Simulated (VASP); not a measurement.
# LiMg2 (P6_3/mmc) in VASP: single point with LDA

Aim: the single point of LiMg2 with LDA.

All numbers are computed with VASP 6.6.1; they aren't measurements. Logs are shortened: lines on timing, memory, paths and dates and some standing lists are left out, and cuts for length are marked.

## (1) The cell of the first run

Symmetry: P6_3/mmc, No. 194, hexagonal system. Conventional cell: a = 3.159 Å, b = 3.159 Å, c = 14.971 Å, α = 90.00°, β = 90.00°, γ = 120.00°. Li (site symmetry -6m2) has 6 Mg at 3.06 Å and 6 Li at 3.16 Å within 4.0 Å. Mg (site symmetry 3m) has 3 Li at 3.06 Å and 9 Mg at 3.15 to 3.16 Å within 4.0 Å.

## (2) Single point, LDA

Contents of INCAR:

```
ALGO = Normal ; EDIFF = 1E-7
ENCUT = 520 ; GGA = CA
ISIF = 2 ; ISMEAR = 0
LASPH = T ; LCHARG = F
LREAL = F ; LWAVE = F
NBANDS = 16 ; NELM = 80
PREC = Accurate ; SIGMA = 0.15
```

Contents of KPOINTS:

```
k-points
0
Gamma
  8 8 2
```

Contents of POSCAR:

```
LiMg2
1.0
    3.1590940000      0.0000000000      0.0000000000
   -1.5795470000      2.7358550000      0.0000000000
    0.0000000000      0.0000000000     14.9707910000
Li Mg
2 4
Direct
    0.3333330000      0.6666670000      0.2500000000
    0.6666670000      0.3333330000      0.7500000000
    0.6666670000      0.3333330000      0.4140300000
    0.6666670000      0.3333330000      0.0859700000
    0.3333330000      0.6666670000      0.9140300000
    0.3333330000      0.6666670000      0.5859700000
```

Potentials or basis: VASP PAW LDA potentials, release 64 (Li_sv, Mg).

Run with:

```bash
$ cat potpaw_LDA.64/Li_sv/POTCAR potpaw_LDA.64/Mg/POTCAR > POTCAR
$ mpirun -np 1 vasp_std > vasp.out
```

OUTCAR:

```text
EDIFF = 1E-7
   ENCUT = 520
   GGA = CA
   ISIF = 2
   ISMEAR = 0
   LASPH = T
   LREAL = F
   NELM = 80
   PREC = Accurate

 ion  position               nearest neighbor table
   1  0.333  0.667  0.250-   3 3.06   4 3.06   3 3.06   4 3.06   3 3.06   4 3.06
   2  0.667  0.333  0.750-   5 3.06   6 3.06   5 3.06   6 3.06   5 3.06   6 3.06
   3  0.667  0.333  0.414-   1 3.06   1 3.06   1 3.06   6 3.15   6 3.15   6 3.15
   4  0.667  0.333  0.086-   1 3.06   1 3.06   1 3.06   5 3.15   5 3.15   5 3.15
   5  0.333  0.667  0.914-   2 3.06   2 3.06   2 3.06   4 3.15   4 3.15   4 3.15
   6  0.333  0.667  0.586-   2 3.06   2 3.06   2 3.06   3 3.15   3 3.15   3 3.15

  LATTYP: Found a hexagonal cell.
 ALAT       =     3.1590940000
 C/A-ratio  =     4.7389507878

  Lattice vectors:

 A1 = (   3.1590940000,   0.0000000000,   0.0000000000)
 A2 = (  -1.5795470000,   2.7358550000,   0.0000000000)
 A3 = (   0.0000000000,   0.0000000000,  14.9707910000)

Analysis of symmetry for initial positions (statically):
=====================================================================
 Subroutine PRICEL returns:
 Original cell was already a primitive cell.

 Routine SETGRP: Setting up the symmetry group for a
 hexagonal supercell.

 Subroutine GETGRP returns: Found 24 space group operations
 (whereof 12 operations were pure point group operations)
 out of a pool of 24 trial point group operations.

The static configuration has the point symmetry D_3d.
 The point group associated with its full space group is D_6h.

Analysis of symmetry for dynamics (positions and initial velocities):
=====================================================================
 Subroutine PRICEL returns:
 Original cell was already a primitive cell.

 Routine SETGRP: Setting up the symmetry group for a
 hexagonal supercell.

 Subroutine GETGRP returns: Found 24 space group operations
 (whereof 12 operations were pure point group operations)
 out of a pool of 24 trial point group operations.

The dynamic configuration has the point symmetry D_3d.
 The point group associated with its full space group is D_6h.

 Subroutine INISYM returns: Found 24 space group operations
 (whereof 12 operations are pure point group operations),
 and found     1 'primitive' translations

----------------------------------------------------------------------------------------

                                     Primitive cell

  volume of cell :     129.3899

  direct lattice vectors                    reciprocal lattice vectors
     3.159094000  0.000000000  0.000000000     0.316546453  0.182758224  0.000000000
    -1.579547000  2.735855000  0.000000000     0.000000000  0.365516447  0.000000000
     0.000000000  0.000000000 14.970791000     0.000000000  0.000000000  0.066796738

  length of vectors
     3.159094000  3.159093431 14.970791000     0.365516381  0.365516447  0.066796738

  position of ions in fractional coordinates (direct lattice)
     0.333333000  0.666667000  0.250000000
     0.666667000  0.333333000  0.750000000
     0.666667000  0.333333000  0.414030000
     0.666667000  0.333333000  0.085970000
     0.333333000  0.666667000  0.914030000
     0.333333000  0.666667000  0.585970000

  ion indices of the primitive-cell ions
   primitive index   ion index
                 1           1
                 2           2
                 3           3
                 4           4
                 5           5
                 6           6

----------------------------------------------------------------------------------------

 KPOINTS: k-points

Automatic generation of k-mesh.
 Grid dimensions read from file:
 generate k-points for:    8    8    2

 Generating k-lattice:

  Cartesian coordinates                     Fractional coordinates (reciprocal lattice)
     0.039568307  0.022844778  0.000000000     0.125000000 -0.000000000  0.000000000
     0.000000000  0.045689556  0.000000000     0.000000000  0.125000000  0.000000000
     0.000000000  0.000000000  0.033398369     0.000000000  0.000000000  0.500000000

  Length of vectors
     0.045689548  0.045689556  0.033398369

  Shift w.r.t. Gamma in fractional coordinates (k-lattice)
     0.000000000  0.000000000  0.000000000

 Subroutine IBZKPT returns following result:
 ===========================================

 Found     20 irreducible k-points:

 Following reciprocal coordinates:
            Coordinates               Weight
  0.000000  0.000000  0.000000      1.000000
  0.125000 -0.000000  0.000000      6.000000
  0.250000 -0.000000  0.000000      6.000000
  0.375000 -0.000000  0.000000      6.000000
  0.500000 -0.000000  0.000000      3.000000
  0.125000  0.125000  0.000000      6.000000
[... 12 lines left out ...]
  0.250000  0.250000  0.500000      6.000000
  0.375000  0.250000  0.500000      6.000000
   k-points           NKPTS =     20   k-points in BZ     NKDIM =     20   number of bands    NBANDS=     16
   number of dos      NEDOS =    301   number of ions     NIONS =      6
   total plane-waves  NPLWV =  64512
   dimension x,y,z NGX =    24 NGY =   24 NGZ =  112
   dimension x,y,z NGXF=    48 NGYF=   48 NGZF=  224
   ions per type =               2   4
   NGX,Y,Z   is equivalent  to a cutoff of  12.63, 12.63, 12.44 a.u.
   NGXF,Y,Z  is equivalent  to a cutoff of  25.26, 25.26, 24.87 a.u.
 SYSTEM =  unknown system
   PREC   = accura    normal or accurate (medium, high low for compatibility)
   ISTART =      0    job   : 0-new  1-cont  2-samecut
   ICHARG =      2    charge: 1-file 2-atom 10-const
   ISPIN  =      1    spin polarized calculation?
   LNONCOLLINEAR =      F non collinear calculations
   LSORBIT =      F    spin-orbit coupling
   LASPH  =      T    aspherical Exc in radial PAW
   ENCUT  =  520.0 eV  38.22 Ry    6.18 a.u.   5.87  5.87 27.84*2*pi/ulx,y,z
   NELM   =     80;   NELMIN=  2; NELMDL= -5     # of ELM steps
   EDIFF  = 0.1E-06   stopping-criterion for ELM
   LREAL  =      F    real-space projection
   EDIFFG = 0.1E-05   stopping-criterion for IOM
   NSW    =      0    number of steps for IOM
   IBRION =     -1    ionic relax: 0-MD 1-quasi-New 2-CG
   NFREE  =      0    steps in history (QN), initial steepest desc. (CG)
   ISIF   =      2    stress and relaxation
   ISYM   =      2    0-nonsym 1-usesym 2-fastsym
   POTIM  = 0.5000    time-step for ionic-motion
   TEBEG  =    0.0;   TEEND  =   0.0 temperature during run
   PSTRESS=    0.0 pullay stress
   NELECT =      14.0000    total number of electrons
   NUPDOWN=      -1.0000    fix difference up-down
   EMIN   =  10.00;   EMAX   =-10.00  energy-range for DOS
   EFERMI =   0.00;   METHOD = LEGACY
   ISMEAR =     0;   SIGMA  =   0.15  broadening in eV -4-tet -1-fermi 0-gaus
   EFERMI_NEDOS =   21; number of points for ismear=-14 and -15
   IALGO  =     38    algorithm
   IMIX   =      4    mixing-type and parameters
     AMIX     =   0.40;   BMIX     =  1.00
     AMIX_MAG =   1.60;   BMIX_MAG =  1.00
  volume/ion in A,a.u.               =      21.56       145.53
  Fermi-wavevector in a.u.,A,eV,Ry     =   0.780101  1.474177  8.279924  0.608557
  Thomas-Fermi vector in A             =   1.883342
   LORBIT       =      0    0 simple, 1 ext, 2 COOP (PROOUT), +10 PAW based schemes
   GGA     = CA    functional components
   LHFCALC =     F    Hartree Fock is set to
   AEXX    =    0.0000 exact exchange contribution
   IVDW    =     0    specifies the selected vdW correction
   LEPSILON=     F    determine dielectric tensor
   LRPA    =     F    only Hartree local field effects (RPA)
 non-spin polarized calculation
 Gauss-broadening in eV      SIGMA  =   0.15
  energy-cutoff  :      520.00
  volume of cell :      129.39
 maximum number of plane-waves:      3512
 NGX is ok and might be reduce to    24
   NGX = 11   NGY = 11   NGZ = 55

 number of electron      14.0000008 magnetization

 Free energy of the ion-electron system (eV)
  ---------------------------------------------------
  ext. energy  EPLUGINS =         0.00000000
  ---------------------------------------------------
  free energy    TOTEN  =       -11.52307808 eV

  energy without entropy =      -11.48187789  energy(sigma->0) =      -11.50247798

 E-fermi :   1.8629     XC(G=0):  -8.2865

 val. band max:        1.8429567150   @ k =   0.1250   0.1250   0.0000
 cond. band min:       1.8675790045   @ k =   0.3750   0.1250   0.5000
 fundamental gap:      0.0246222895
 Fermi energy:         1.8629246894

 k-point     1 :       0.0000    0.0000    0.0000
  band No.  band energies     occupation
      1     -43.6658      2.00000
      2     -43.6657      2.00000
      3      -4.4102      2.00000
      4      -4.2676      2.00000
      5      -2.8088      2.00000
      6      -2.1102      2.00000
[... 8 lines left out ...]
     15      12.9632      0.00000
     16      13.0112      0.00000

 k-point     2 :       0.1250   -0.0000    0.0000
  band No.  band energies     occupation
      1     -43.6643      2.00000
      2     -43.6643      2.00000
      3      -4.1028      2.00000
      4      -3.9547      2.00000
      5      -2.5240      2.00000
      6      -1.8004      2.00000
[... 8 lines left out ...]
     15      11.0504      0.00000
     16      11.5211      0.00000

 k-point     3 :       0.2500   -0.0000    0.0000
  band No.  band energies     occupation
      1     -43.6610      2.00000
      2     -43.6610      2.00000
      3      -3.1874      2.00000
      4      -3.0229      2.00000
      5      -1.6783      2.00000
      6      -0.8800      2.00000
[... 8 lines left out ...]
     15       8.6127      0.00000
     16       9.2221      0.00000
[... 286 lines left out ...]
 k-point    19 :       0.2500    0.2500    0.5000
  band No.  band energies     occupation
      1     -43.6564      2.00000
      2     -43.6564      2.00000
      3      -0.7069      2.00000
      4      -0.7069      2.00000
      5       0.8881      2.00000
      6       0.8881      2.00000
[... 8 lines left out ...]
     15       6.1013      0.00000
     16       6.1013      0.00000

 k-point    20 :       0.3750    0.2500    0.5000
  band No.  band energies     occupation
      1     -43.6554      2.00000
      2     -43.6554      2.00000
      3       1.2523      2.00000
      4       1.2523      2.00000
      5       1.3984      1.99999
      6       1.3984      1.99999
[... 8 lines left out ...]
     15       5.4212      0.00000
     16       5.4212      0.00000

------------------------ aborting loop because EDIFF is reached ----------------------------------------

  FORCE on cell =-STRESS in cart. coord.  units (eV):
  Direction    XX          YY          ZZ          XY          YZ          ZX
  --------------------------------------------------------------------------------------
  -------------------------------------------------------------------------------------
  Total       -1.1757618     -1.1757612     -1.6328950      0.0000000     -0.0000000      0.0000000
  in kB      -14.5589334    -14.5589264    -20.2194090      0.0000000     -0.0000000      0.0000000
  external PRESSURE =     -16.4457563 kB  Pullay stress =       0.0000000 kB

 VOLUME and BASIS-vectors are now :
 -----------------------------------------------------------------------------
  energy-cutoff  :      520.00
  volume of cell :      129.39
      direct lattice vectors                 reciprocal lattice vectors
     3.159094000  0.000000000  0.000000000     0.316546453  0.182758224  0.000000000
    -1.579547000  2.735855000  0.000000000     0.000000000  0.365516447  0.000000000
     0.000000000  0.000000000 14.970791000     0.000000000  0.000000000  0.066796738

 POSITION                                       TOTAL-FORCE (eV/Angst)
 -----------------------------------------------------------------------------------
     -0.00000      1.82390      3.74270         0.000000     -0.000000      0.000000
      1.57955      0.91195     11.22809        -0.000000      0.000000      0.000000
      1.57955      0.91195      6.19836         0.000000      0.000000      0.041110
      1.57955      0.91195      1.28704         0.000000     -0.000000     -0.041110
     -0.00000      1.82390     13.68375         0.000000      0.000000      0.041110
     -0.00000      1.82390      8.77243         0.000000     -0.000000     -0.041110
 -----------------------------------------------------------------------------------
    total drift:                               -0.000151      0.000221      0.000004

  FREE ENERGIE OF THE ION-ELECTRON SYSTEM (eV)
  ---------------------------------------------------
  free  energy   TOTEN  =       -11.5230780782 eV

  energy  without entropy=      -11.4818778889  energy(sigma->0) =      -11.50247798
```

It took 51 s on 1 thread of Intel Xeon 8259CL, shared host; peak memory 0.21 GiB.

What came out:

```yaml
Free_energy: -11.5231 eV
Largest_force: 0.041 eV/Å
Band_gap_on_the_k_mesh: zero (bands 7 and 8 overlap by 2.91 eV)
```

Forces in eV/Å, atoms in the order of the input:
```
Li   0.000  0.000  0.000
Li   0.000  0.000  0.000
Mg   0.000  0.000  0.041
Mg   0.000  0.000 -0.041
Mg   0.000  0.000  0.041
Mg   0.000  0.000 -0.041
```

Caveat: the cutoff is under 1.25 times the usual one of these potentials, so pressure, stress and relaxed cells hold a basis-set (Pulay) error.
